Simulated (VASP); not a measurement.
# Pd (Fm-3m) in VASP: settings compared

Pd is run at these levels: RPBE, revPBE+D3(BJ), r2SCAN; tasks: relaxation of cell and atoms.

Everything below comes from runs of VASP 6.6.1. Logs are shortened: lines on timing, memory, paths and dates and some standing lists are left out, and cuts for length are marked.

## Step 1: The cell of the first run

It takes space group Fm-3m (No. 225, cubic). Conventional cell: a = 3.893 Å, b = 3.893 Å, c = 3.893 Å, α = 90.00°, β = 90.00°, γ = 90.00°. Pd (site symmetry m-3m) has 12 Pd at 2.75 Å within 3.6 Å.

## Step 2: Relaxation of cell and atoms, RPBE

INCAR

```
ALGO = Normal
EDIFF = 1E-7
EDIFFG = -0.05
ENCUT = 500
GGA = RP
GGA_COMPAT = F
IBRION = 2
ISIF = 3
ISMEAR = 1
LASPH = T
LCHARG = F
LREAL = F
LWAVE = F
NELM = 120
NELMIN = 4
NSW = 100
PREC = Accurate
SIGMA = 0.1
```

KPOINTS

```
k-points
0
Gamma
  9 9 9
```

POSCAR

```
Pd
1.0
    0.0000000000      1.9465000000      1.9465000000
    1.9465000000      0.0000000000      1.9465000000
    1.9465000000      1.9465000000      0.0000000000
Pd
1
Direct
    0.0000000000      0.0000000000      0.0000000000
```

Potentials or basis: VASP PAW PBE potentials, release 64 (Pd).

On the command line:

```sh
$ cat potpaw_PBE.64/Pd/POTCAR > POTCAR
$ mpirun -np 1 vasp_std > vasp.out
```

OUTCAR:

```text
EDIFF = 1E-7
   EDIFFG = -0.05
   ENCUT = 500
   GGA = RP
   IBRION = 2
   ISIF = 3
   ISMEAR = 1
   LASPH = T
   LREAL = F
   NELM = 120
   NELMIN = 4
   NSW = 100
   PREC = Accurate

 ion  position               nearest neighbor table
   1  0.000  0.000  0.000-

  LATTYP: Found a face centered cubic cell.
 ALAT       =     3.8930000000

  Lattice vectors:

 A1 = (   0.0000000000,   1.9465000000,   1.9465000000)
 A2 = (   1.9465000000,   0.0000000000,   1.9465000000)
 A3 = (   1.9465000000,   1.9465000000,   0.0000000000)

Analysis of symmetry for initial positions (statically):
=====================================================================
 Subroutine PRICEL returns:
 Original cell was already a primitive cell.

 Routine SETGRP: Setting up the symmetry group for a
 face centered cubic supercell.

 Subroutine GETGRP returns: Found 48 space group operations
 (whereof 48 operations were pure point group operations)
 out of a pool of 48 trial point group operations.

The static configuration has the point symmetry O_h .

Analysis of symmetry for dynamics (positions and initial velocities):
=====================================================================
 Subroutine PRICEL returns:
 Original cell was already a primitive cell.

 Routine SETGRP: Setting up the symmetry group for a
 face centered cubic supercell.

 Subroutine GETGRP returns: Found 48 space group operations
 (whereof 48 operations were pure point group operations)
 out of a pool of 48 trial point group operations.

The dynamic configuration has the point symmetry O_h .

 Subroutine INISYM returns: Found 48 space group operations
 (whereof 48 operations are pure point group operations),
 and found     1 'primitive' translations

----------------------------------------------------------------------------------------

                                     Primitive cell

  volume of cell :      14.7500

  direct lattice vectors                    reciprocal lattice vectors
     0.000000000  1.946500000  1.946500000    -0.256871307  0.256871307  0.256871307
     1.946500000  0.000000000  1.946500000     0.256871307 -0.256871307  0.256871307
     1.946500000  1.946500000  0.000000000     0.256871307  0.256871307 -0.256871307

  length of vectors
[... 90 lines left out ...]
   PSTRESS=    0.0 pullay stress
   NELECT =      10.0000    total number of electrons
   NUPDOWN=      -1.0000    fix difference up-down
   EMIN   =  10.00;   EMAX   =-10.00  energy-range for DOS
   EFERMI =   0.00;   METHOD = LEGACY
   ISMEAR =     1;   SIGMA  =   0.10  broadening in eV -4-tet -1-fermi 0-gaus
   EFERMI_NEDOS =   21; number of points for ismear=-14 and -15
   IALGO  =     38    algorithm
   IMIX   =      4    mixing-type and parameters
     AMIX     =   0.40;   BMIX     =  1.00
     AMIX_MAG =   1.60;   BMIX_MAG =  1.00
  volume/ion in A,a.u.               =      14.75        99.54
  Fermi-wavevector in a.u.,A,eV,Ry     =   1.438171  2.717748 28.141404  2.068335
  Thomas-Fermi vector in A             =   2.557167
   LORBIT       =      0    0 simple, 1 ext, 2 COOP (PROOUT), +10 PAW based schemes
   GGA     = RP    functional components
   LHFCALC =     F    Hartree Fock is set to
   AEXX    =    0.0000 exact exchange contribution
   IVDW    =     0    specifies the selected vdW correction
   LEPSILON=     F    determine dielectric tensor
   LRPA    =     F    only Hartree local field effects (RPA)
 conjugate gradient relaxation of ions
 non-spin polarized calculation
 Methfessel and Paxton  Order N= 1 SIGMA  =   0.10
  energy-cutoff  :      500.00
  volume of cell :       14.75
 maximum number of plane-waves:       385
   NGX =  9   NGY =  9   NGZ =  9

--------------------------------------- Ionic step        1  -------------------------------------------

 number of electron      10.0000000 magnetization

 number of electron       9.9999999 magnetization

 Free energy of the ion-electron system (eV)
  ---------------------------------------------------
  ext. energy  EPLUGINS =         0.00000000
  ---------------------------------------------------
  free energy    TOTEN  =        -4.59773343 eV

  energy without entropy =       -4.59889120  energy(sigma->0) =       -4.59811935

------------------------ aborting loop because EDIFF is reached ----------------------------------------

  FORCE on cell =-STRESS in cart. coord.  units (eV):
  Direction    XX          YY          ZZ          XY          YZ          ZX
  --------------------------------------------------------------------------------------
  -------------------------------------------------------------------------------------
  Total        1.0137866      1.0137866      1.0137866      0.0000000      0.0000000      0.0000000
  in kB      110.1194133    110.1194133    110.1194133      0.0000000      0.0000000      0.0000000
  external PRESSURE =     110.1194133 kB  Pullay stress =       0.0000000 kB
[... 57 lines left out ...]
--------------------------------------- Ionic step        3  -------------------------------------------

 number of electron       9.9999999 magnetization

 Free energy of the ion-electron system (eV)
  ---------------------------------------------------
  ext. energy  EPLUGINS =         0.00000000
  ---------------------------------------------------
  free energy    TOTEN  =        -4.62772265 eV

  energy without entropy =       -4.62902299  energy(sigma->0) =       -4.62815610

 E-fermi :   8.7950     XC(G=0): -12.6935

 val. band max:        8.7897213211   @ k =   0.4444   0.1111   0.0000
 cond. band min:       8.8318014262   @ k =  -0.4444   0.3333   0.0000
 fundamental gap:      0.0420801051
 Fermi energy:         8.7950396805

 k-point     1 :       0.0000    0.0000    0.0000
  band No.  band energies     occupation
      1       2.2498      2.00000
      2       6.2803      2.00000
      3       6.2803      2.00000
      4       6.2803      2.00000
      5       7.7240      2.00000
      6       7.7240      2.00000
      7      26.0117      0.00000
      8      30.4692      0.00000
      9      30.4692      0.00000
[... 265 lines left out ...]
 k-point    24 :       0.4444    0.4444    0.0000
  band No.  band energies     occupation
      1       4.0459      2.00000
      2       4.2874      2.00000
      3       8.7402      1.79150
      4       8.9594     -0.04214
      5       8.9594     -0.04214
      6      11.5712      0.00000
      7      19.9104      0.00000
      8      22.0716      0.00000
      9      22.0716      0.00000

 [... further k-points ...]
[... 5 lines left out ...]
  --------------------------------------------------------------------------------------
  -------------------------------------------------------------------------------------
  Total       -0.0144623     -0.0144623     -0.0144623      0.0000000      0.0000000     -0.0000000
  in kB       -1.4757589     -1.4757589     -1.4757589      0.0000000      0.0000000     -0.0000000
  external PRESSURE =      -1.4757589 kB  Pullay stress =       0.0000000 kB
[... 16 lines left out ...]
  FREE ENERGIE OF THE ION-ELECTRON SYSTEM (eV)
  ---------------------------------------------------
  free  energy   TOTEN  =        -4.6277226485 eV

  energy  without entropy=       -4.6290229894  energy(sigma->0) =       -4.62815610

 reached required accuracy - stopping structural energy minimisation
```

OSZICAR:

```text
N       E                     dE             d eps       ncg     rms          rms(c)
DAV:   1     0.371238862000E+02    0.37124E+02   -0.50592E+03   646   0.100E+03
DAV:   2    -0.449751616983E+01   -0.41621E+02   -0.40397E+02   678   0.186E+02
DAV:   3    -0.483723866992E+01   -0.33972E+00   -0.33434E+00   735   0.196E+01
[... 24 lines left out ...]
DAV:   4    -0.462772595939E+01   -0.11808E-02   -0.91847E-03   716   0.763E-01    0.884E-02
DAV:   5    -0.462771973658E+01    0.62228E-05   -0.46841E-05   660   0.641E-02    0.568E-02
DAV:   6    -0.462772233959E+01   -0.26030E-05   -0.45378E-06   688   0.270E-02    0.319E-03
DAV:   7    -0.462772259680E+01   -0.25721E-06   -0.55260E-08   652   0.239E-03    0.134E-03
DAV:   8    -0.462772264846E+01   -0.51666E-07   -0.30128E-08   366   0.160E-03
   3 F= -.46277226E+01 E0= -.46281561E+01  d E =-.299892E-01
```

It took 15 s on 1 thread of AMD EPYC 7R43 (Zen 3), shared host; peak memory 0.1 GiB.

Results:

| Item | Value |
| --- | --- |
| Free energy | -4.6277 eV |
| Relaxed volume | 15.70 Å³/atom |
| Relaxed cell | a = 2.811 Å, b = 2.811 Å, c = 2.811 Å, α = 60.00°, β = 60.00°, γ = 60.00° |
| Space group after relaxing (to 0.05 Å) | Fm-3m (No. 225) |
| Energy gained by relaxing | 30.0 meV/atom |
| Ionic steps | 3 |
| Pressure after relaxing | -0.1 GPa |
| Band gap on the k mesh | zero (band 5 reaches 9.00 eV, above the bottom of band 6 at 7.67 eV) |

Step by step:
```tsv
step	energy change (eV)	largest force (eV/Å)	pressure (GPa)	volume (Å³)
1	0.0000	0.0000	11.01	14.75
2	0.0147	0.0000	-9.72	17.02
3	-0.0300	0.0000	-0.15	15.70
```

Final structure:
```
Pd
1.0
     0.00000    1.98747    1.98747
     1.98747    0.00000    1.98747
     1.98747    1.98747    0.00000
Pd
1
Direct
  0.00000 0.00000 0.00000
```

Caveat: the PAW data sets were made with another functional, which shifts forces and pressure a little. Zero-point motion and thermal expansion aren't in these numbers.

(Part 1 of 2 ends here.)
